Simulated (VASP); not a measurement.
# Ba3SrTi4O12 in VASP: single point with PBEsol

Aim: the single point of Ba3SrTi4O12 with PBEsol.

All numbers are computed with VASP 6.6.1; they aren't measurements. Logs are shortened: lines on timing, memory, paths and dates and some standing lists are left out, and cuts for length are marked.

### Step 1. The cell of the first run

The typed cell holds 40 atoms: a = 7.929 Å, b = 7.929 Å, c = 7.929 Å, α = 90.00°, β = 90.00°, γ = 90.00°.

### Step 2. Single point, PBEsol

File INCAR:

```
SYSTEM = Ba3SrTi4O12
PREC = Accurate
ENCUT = 600
EDIFF = 1E-6
ISMEAR = -1
SIGMA = 0.05
LREAL = Auto
LASPH = .True.
NELM = 120
ALGO = Normal
ISIF = 2
LWAVE = .False.
LCHARG = .True.
GGA = PS
LELF = .True.
LVHAR = .True.
NBANDS = 186
ISYM = 0
GGA_COMPAT = .False.
```

File KPOINTS:

```
Automatic mesh
0
Gamma
  1 1 1
  0.25 0.25 0.25
```

File POSCAR:

```
Ba3SrTi4O12
1.0
    7.9287978351      0.0000000000      0.0000000000
    0.0000000000      7.9287978351      0.0000000000
    0.0000000000      0.0000000000      7.9287978351
Ba Sr Ti O
6 2 8 24
Direct
    0.0027040000      0.0023430000      0.0029360000
    0.0027450000      0.0022960000      0.5029340000
    0.0027540000      0.5023450000      0.0028690000
    0.5027470000      0.0023420000      0.5028750000
    0.5027490000      0.5022970000      0.0029340000
    0.5027030000      0.5023360000      0.5029280000
    0.0064320000      0.5060130000      0.5066460000
    0.5064510000      0.0060250000      0.0066490000
    0.2570180000      0.2573420000      0.2579180000
    0.2577470000      0.2566010000      0.7579200000
    0.2577430000      0.7573340000      0.2571900000
    0.2580610000      0.7576430000      0.7582220000
    0.7580640000      0.2576530000      0.2582390000
    0.7577370000      0.2573250000      0.7572070000
    0.7577540000      0.7566080000      0.2579150000
    0.7570140000      0.7573310000      0.7579160000
    0.2488600000      0.2452180000      0.9951290000
    0.2456180000      0.2484680000      0.4951290000
    0.2480210000      0.7475990000      0.9951550000
    0.2444960000      0.7440830000      0.4948640000
    0.7444970000      0.2440940000      0.9948830000
    0.7480040000      0.2475990000      0.4951660000
    0.7456170000      0.7484510000      0.9951260000
    0.7488780000      0.7452190000      0.4951240000
    0.9949680000      0.2476160000      0.2482220000
    0.9949220000      0.2484440000      0.7458280000
    0.9949330000      0.7452300000      0.2490540000
    0.9946710000      0.7440980000      0.7446890000
    0.4946700000      0.2441080000      0.2447030000
    0.4949280000      0.2452180000      0.7490760000
    0.4949290000      0.7484570000      0.2458210000
    0.4949690000      0.7475950000      0.7481920000
    0.2488690000      0.9945270000      0.2458160000
    0.2480210000      0.9945590000      0.7481980000
    0.2456180000      0.4945260000      0.2490640000
    0.2444950000      0.4942590000      0.7446750000
    0.7445000000      0.9942670000      0.2446890000
    0.7456090000      0.9945210000      0.7490750000
    0.7480290000      0.4945630000      0.2482170000
    0.7488660000      0.4945190000      0.7458140000
```

Potentials or basis: VASP PAW PBE potentials, release 64 (Ba_sv, Sr_sv, Ti_sv, O).

Run with:

```bash
cat potpaw_PBE.64/Ba_sv/POTCAR potpaw_PBE.64/Sr_sv/POTCAR potpaw_PBE.64/Ti_sv/POTCAR potpaw_PBE.64/O/POTCAR > POTCAR
mpirun -np 1 vasp_std > vasp.out
```

OUTCAR:

```text
SYSTEM = Ba3SrTi4O12
   PREC = Accurate
   ENCUT = 600
   EDIFF = 1E-6
   ISMEAR = -1
   LREAL = Auto
   LASPH = .True.
   NELM = 120
   ISIF = 2
   GGA = PS
   ISYM = 0

 ion  position               nearest neighbor table
   1  0.003  0.002  0.003-  17 2.74  33 2.74  25 2.75  34 2.80  19 2.80  37 2.81  21 2.81  26 2.82
                            27 2.82  38 2.87  23 2.87  28 2.90  16 3.37  12 3.41  15 3.41  14 3.41
   2  0.003  0.002  0.503-  26 2.74  18 2.74  34 2.75  25 2.80  22 2.80  28 2.81  20 2.81  33 2.82
                            38 2.82  24 2.87  27 2.87  37 2.90  15 3.37  13 3.41  16 3.41  11 3.41
   3  0.003  0.502  0.003-  35 2.74  27 2.74  19 2.75  39 2.80  25 2.80  28 2.81  36 2.81  17 2.82
                            23 2.82  26 2.87  40 2.87  21 2.90  14 3.37  13 3.41  16 3.41  10 3.41
   4  0.503  0.002  0.503-  38 2.74  30 2.74  22 2.75  34 2.80  32 2.80  29 2.81  37 2.81  24 2.82
                            18 2.82  33 2.87  31 2.87  20 2.90  11 3.37  12 3.41   9 3.41  15 3.41
   5  0.503  0.502  0.003-  23 2.74  31 2.74  39 2.75  19 2.80  32 2.80  21 2.81  29 2.81  40 2.82
                            35 2.82  30 2.87  17 2.87  36 2.90  10 3.37  12 3.41   9 3.41  14 3.41
   6  0.503  0.502  0.503-  40 2.74  24 2.74  32 2.75  39 2.80  22 2.80  20 2.81  36 2.81  31 2.82
                            30 2.82  35 2.87  18 2.87  29 2.90   9 3.37  13 3.41  10 3.41  11 3.41
   7  0.006  0.506  0.507-  36 2.67  28 2.67  20 2.67  18 2.79  40 2.79  26 2.79  24 2.79  35 2.79
                            27 2.79  25 2.90  39 2.90  22 2.90  13 3.41  14 3.42   9 3.42  15 3.42
   8  0.506  0.006  0.007-  37 2.67  21 2.67  29 2.67  38 2.79  31 2.79  23 2.79  33 2.79  30 2.79
                            17 2.79  19 2.90  34 2.90  32 2.90  12 3.41  11 3.42  16 3.42  10 3.42
   9  0.257  0.257  0.258-  35 1.88  18 1.88  29 1.89  25 2.08  17 2.09  33 2.09   6 3.37   5 3.41
                             4 3.41   7 3.42   8 3.44   3 3.45   2 3.45   1 3.50
  10  0.258  0.257  0.758-  30 1.88  17 1.88  36 1.89  34 2.08  18 2.09  26 2.09   5 3.37   6 3.41
                             3 3.41   8 3.42   7 3.44   4 3.45   1 3.45   2 3.50
  11  0.258  0.757  0.257-  31 1.88  33 1.88  20 1.89  19 2.08  35 2.09  27 2.09   4 3.37   6 3.41
                             2 3.41   8 3.42   7 3.44   5 3.45   1 3.45   3 3.50
[... 32 lines left out ...]
  39  0.748  0.495  0.248-  13 1.88  15 2.08   5 2.75   6 2.80   3 2.80   7 2.90
  40  0.749  0.495  0.746-  14 1.88  16 2.09   6 2.74   7 2.79   5 2.82   3 2.87

IMPORTANT INFORMATION: All symmetrisations will be switched off!
NOSYMM: (Re-)initialisation of all symmetry stuff for point group C_1.

----------------------------------------------------------------------------------------

                                     Primitive cell

  volume of cell :     498.4505

  direct lattice vectors                    reciprocal lattice vectors
     7.928797835  0.000000000  0.000000000     0.126122525  0.000000000  0.000000000
     0.000000000  7.928797835  0.000000000     0.000000000  0.126122525  0.000000000
     0.000000000  0.000000000  7.928797835     0.000000000  0.000000000  0.126122525

  length of vectors
     7.928797835  7.928797835  7.928797835     0.126122525  0.126122525  0.126122525

  position of ions in fractional coordinates (direct lattice)
     0.002704000  0.002343000  0.002936000
     0.002745000  0.002296000  0.502934000
     0.002754000  0.502345000  0.002869000
     0.502747000  0.002342000  0.502875000
     0.502749000  0.502297000  0.002934000
     0.502703000  0.502336000  0.502928000
[... 32 lines left out ...]
     0.748029000  0.494563000  0.248217000
     0.748866000  0.494519000  0.745814000

  ion indices of the primitive-cell ions
   primitive index   ion index
                 1           1
                 2           2
                 3           3
                 4           4
                 5           5
                 6           6
[... 32 lines left out ...]
                39          39
                40          40

----------------------------------------------------------------------------------------

 KPOINTS: Automatic mesh

Automatic generation of k-mesh.
 Grid dimensions read from file:
 generate k-points for:    1    1    1

 Generating k-lattice:

  Cartesian coordinates                     Fractional coordinates (reciprocal lattice)
     0.126122525  0.000000000  0.000000000     1.000000000  0.000000000  0.000000000
     0.000000000  0.126122525  0.000000000     0.000000000  1.000000000  0.000000000
     0.000000000  0.000000000  0.126122525     0.000000000  0.000000000  1.000000000

  Length of vectors
     0.126122525  0.126122525  0.126122525

  Shift w.r.t. Gamma in fractional coordinates (k-lattice)
     0.250000000  0.250000000  0.250000000

 Subroutine IBZKPT returns following result:
 ===========================================

 Found      4 irreducible k-points:

 Following reciprocal coordinates:
            Coordinates               Weight
  0.250000  0.250000  0.250000      2.000000
 -0.250000  0.250000  0.250000      2.000000
 -0.250000 -0.250000  0.250000      2.000000
  0.250000 -0.250000  0.250000      2.000000
   k-points           NKPTS =      4   k-points in BZ     NKDIM =      4   number of bands    NBANDS=    186
   number of dos      NEDOS =    301   number of ions     NIONS =     40
   total plane-waves  NPLWV = 262144
   dimension x,y,z NGX =    64 NGY =   64 NGZ =   64
   dimension x,y,z NGXF=   128 NGYF=  128 NGZF=  128
   ions per type =               6   2   8  24
   NGX,Y,Z   is equivalent  to a cutoff of  13.42, 13.42, 13.42 a.u.
   NGXF,Y,Z  is equivalent  to a cutoff of  26.84, 26.84, 26.84 a.u.
 SYSTEM =  Ba3SrTi4O12
   PREC   = accura    normal or accurate (medium, high low for compatibility)
   ISTART =      0    job   : 0-new  1-cont  2-samecut
   ICHARG =      2    charge: 1-file 2-atom 10-const
   ISPIN  =      1    spin polarized calculation?
   LNONCOLLINEAR =      F non collinear calculations
   LSORBIT =      F    spin-orbit coupling
   LASPH  =      T    aspherical Exc in radial PAW
   ENCUT  =  600.0 eV  44.10 Ry    6.64 a.u.  15.84 15.84 15.84*2*pi/ulx,y,z
   NELM   =    120;   NELMIN=  2; NELMDL= -5     # of ELM steps
   EDIFF  = 0.1E-05   stopping-criterion for ELM
   LREAL  =      T    real-space projection
   EDIFFG = 0.1E-04   stopping-criterion for IOM
   NSW    =      0    number of steps for IOM
   IBRION =     -1    ionic relax: 0-MD 1-quasi-New 2-CG
   NFREE  =      0    steps in history (QN), initial steepest desc. (CG)
   ISIF   =      2    stress and relaxation
   ISYM   =      0    0-nonsym 1-usesym 2-fastsym
   POTIM  = 0.5000    time-step for ionic-motion
   TEBEG  =    0.0;   TEEND  =   0.0 temperature during run
   PSTRESS=    0.0 pullay stress
   NELECT =     320.0000    total number of electrons
   NUPDOWN=      -1.0000    fix difference up-down
   EMIN   =  10.00;   EMAX   =-10.00  energy-range for DOS
   EFERMI =   0.00;   METHOD = LEGACY
   ISMEAR =    -1;   SIGMA  =   0.05  broadening in eV -4-tet -1-fermi 0-gaus
   EFERMI_NEDOS =   21; number of points for ismear=-14 and -15
   IALGO  =     38    algorithm
   IMIX   =      4    mixing-type and parameters
     AMIX     =   0.40;   BMIX     =  1.00
     AMIX_MAG =   1.60;   BMIX_MAG =  1.00
  volume/ion in A,a.u.               =      12.46        84.09
  Fermi-wavevector in a.u.,A,eV,Ry     =   1.412269  2.668802 27.136877  1.994504
  Thomas-Fermi vector in A             =   2.534035
   LORBIT       =      0    0 simple, 1 ext, 2 COOP (PROOUT), +10 PAW based schemes
   GGA     = PS    functional components
   LHFCALC =     F    Hartree Fock is set to
   AEXX    =    0.0000 exact exchange contribution
   IVDW    =     0    specifies the selected vdW correction
   LEPSILON=     F    determine dielectric tensor
   LRPA    =     F    only Hartree local field effects (RPA)
 non-spin polarized calculation
  energy-cutoff  :      600.00
  volume of cell :      498.45
 maximum number of plane-waves:     16668
   NGX = 31   NGY = 31   NGZ = 31

 number of electron     319.9999972 magnetization

 Free energy of the ion-electron system (eV)
  ---------------------------------------------------
  ext. energy  EPLUGINS =         0.00000000
  ---------------------------------------------------
  free energy    TOTEN  =      -335.95993436 eV

  energy without entropy =     -335.95993436  energy(sigma->0) =     -335.95993436

 E-fermi :   4.8439     XC(G=0): -11.5671

 val. band max:        3.6310907015   @ k =   0.2500   0.2500   0.2500
 cond. band min:       6.3098296351   @ k =  -0.2500   0.2500   0.2500
 fundamental gap:      2.6787389336
 Fermi energy:         4.8438764785

 k-point     1 :       0.2500    0.2500    0.2500
  band No.  band energies     occupation
      1     -52.2513      2.00000
      2     -52.2508      2.00000
      3     -52.2501      2.00000
      4     -52.2500      2.00000
      5     -52.2497      2.00000
      6     -52.2492      2.00000
[... 164 lines left out ...]
    171       7.3988      0.00000
    172       7.4170      0.00000

 k-point     2 :      -0.2500    0.2500    0.2500
  band No.  band energies     occupation
      1     -52.2513      2.00000
      2     -52.2508      2.00000
      3     -52.2501      2.00000
      4     -52.2500      2.00000
      5     -52.2497      2.00000
      6     -52.2492      2.00000
[... 164 lines left out ...]
    171       7.4537      0.00000
    172       7.4541      0.00000

 k-point     3 :      -0.2500   -0.2500    0.2500
  band No.  band energies     occupation
      1     -52.2513      2.00000
      2     -52.2508      2.00000
      3     -52.2501      2.00000
      4     -52.2500      2.00000
      5     -52.2497      2.00000
      6     -52.2492      2.00000
[... 164 lines left out ...]
    171       7.4537      0.00000
    172       7.4541      0.00000

 k-point     4 :       0.2500   -0.2500    0.2500
  band No.  band energies     occupation
      1     -52.2513      2.00000
      2     -52.2508      2.00000
      3     -52.2501      2.00000
      4     -52.2500      2.00000
      5     -52.2497      2.00000
      6     -52.2492      2.00000
[... 164 lines left out ...]
    171       7.4537      0.00000
    172       7.4541      0.00000
 [bands above 172 left out]

------------------------ aborting loop because EDIFF is reached ----------------------------------------

  FORCE on cell =-STRESS in cart. coord.  units (eV):
  Direction    XX          YY          ZZ          XY          YZ          ZX
  --------------------------------------------------------------------------------------
  -------------------------------------------------------------------------------------
  Total        5.0422375      5.0245114      5.0235471      0.7891145      0.7800104      0.7821660
  in kB       16.2073438     16.1503667     16.1472669      2.5364632      2.5071998      2.5141287
  external PRESSURE =      16.1683258 kB  Pullay stress =       0.0000000 kB

 VOLUME and BASIS-vectors are now :
 -----------------------------------------------------------------------------
  energy-cutoff  :      600.00
  volume of cell :      498.45
      direct lattice vectors                 reciprocal lattice vectors
     7.928797835  0.000000000  0.000000000     0.126122525  0.000000000  0.000000000
     0.000000000  7.928797835  0.000000000     0.000000000  0.126122525  0.000000000
     0.000000000  0.000000000  7.928797835     0.000000000  0.000000000  0.126122525

 POSITION                                       TOTAL-FORCE (eV/Angst)
 -----------------------------------------------------------------------------------
      0.02144      0.01858      0.02328        -0.034311     -0.035533     -0.031931
      0.02176      0.01820      3.98766        -0.032464     -0.036764     -0.032701
      0.02184      3.98299      0.02275        -0.032412     -0.035430     -0.032744
      3.98618      0.01857      3.98719        -0.032243     -0.035395     -0.033089
      3.98620      3.98261      0.02326        -0.032670     -0.036705     -0.032646
      3.98583      3.98292      3.98761        -0.034567     -0.035009     -0.031827
[... 32 lines left out ...]
      5.93097      3.92129      1.96806         0.051663      0.052415      0.052475
      5.93761      3.92094      5.91341         0.064333      0.043900      0.013262
 -----------------------------------------------------------------------------------
    total drift:                               -0.019258     -0.015920     -0.015142

  FREE ENERGIE OF THE ION-ELECTRON SYSTEM (eV)
  ---------------------------------------------------
  free  energy   TOTEN  =      -335.9599343608 eV

  energy  without entropy=     -335.9599343607  energy(sigma->0) =     -335.95993436
```

Wall time 14 min (1 thread of Oxide Virtual Turin-like, shared host); peak memory 0.72 GiB.

What came out:

| Item | Value |
| --- | --- |
| Free energy | -335.9599 eV |
| Pressure | 1.6 GPa |
| Largest force | 0.158 eV/Å |
| Band gap on the k mesh | 2.68 eV |

Forces on the atoms (eV/Å):
```
Ba  -0.034 -0.036 -0.032
Ba  -0.032 -0.037 -0.033
Ba  -0.032 -0.035 -0.033
Ba  -0.032 -0.035 -0.033
Ba  -0.033 -0.037 -0.033
Ba  -0.035 -0.035 -0.032
Sr  -0.019 -0.019 -0.020
Sr  -0.019 -0.019 -0.020
Ti  -0.095 -0.086 -0.089
Ti  -0.089 -0.094 -0.089
Ti  -0.089 -0.086 -0.093
Ti  -0.088 -0.080 -0.088
Ti  -0.088 -0.080 -0.088
Ti  -0.089 -0.085 -0.094
Ti  -0.090 -0.095 -0.089
Ti  -0.094 -0.086 -0.090
O    0.065  0.013  0.044
O    0.013  0.064  0.044
O    0.052  0.052  0.052
O    0.010  0.009  0.058
O    0.010  0.009  0.057
O    0.052  0.052  0.053
O    0.014  0.064  0.044
O    0.064  0.013  0.044
O    0.052  0.052  0.052
O    0.044  0.064  0.013
O    0.045  0.013  0.063
O    0.058  0.008  0.011
O    0.058  0.008  0.010
O    0.045  0.013  0.063
O    0.044  0.064  0.013
O    0.052  0.053  0.053
O    0.064  0.044  0.013
O    0.052  0.052  0.053
O    0.014  0.044  0.063
O    0.010  0.056  0.011
O    0.009  0.056  0.010
O    0.014  0.044  0.063
O    0.052  0.052  0.052
O    0.064  0.044  0.013
```

Stress tensor (GPa, compression positive):
```
1.62 0.25 0.25
0.25 1.62 0.25
0.25 0.25 1.61
```

Caveat: the PAW data sets were made with another functional, which shifts forces and pressure a little; spin-orbit coupling is left out, which moves the levels of the heavy elements; a shifted mesh leaves out Γ, where band edges can lie. A k mesh can miss the band edges.
